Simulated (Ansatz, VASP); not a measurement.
## Al in VASP and in Ansatz

```xyz
4
Lattice="2.5988 0.0000 0.0000 -1.2994 2.2506 0.0000 0.0000 0.0000 11.1040" Properties=species:S:1:pos:R:3 pbc="T T T"
Al    0.0000    0.0000    0.0000
Al    0.0000    1.5004    2.7760
Al    0.0000    0.0000    5.5520
Al    1.2994    0.7502    8.3280
```

Alike in both runs: task single point; functional PBEsol; k mesh 24 × 24 × 6; occupations gaussian, width 0.15 eV; no spin polarisation.

```csv
,VASP,Ansatz
version,VASP 6.6.1,Ansatz 0.2.0
potentials or method,"VASP PAW PBE potentials, release 64 (Al), cutoff 520 eV","scalar-relativistic, plane waves, PAW"
valence electrons in the cell,12,12
```

```csv
,VASP,Ansatz,Ansatz less VASP
gap on the k mesh at the Fermi level (eV),none,none,-
pressure (GPa),8.4,8.3,-0.11
"traceless stress, the component that is largest in VASP (GPa)",-17.19,-17.09,+0.104
```

VASP's potentials were made for PBE, not for PBEsol. A gap of «none» marks a metal or a gap that the smearing closes.
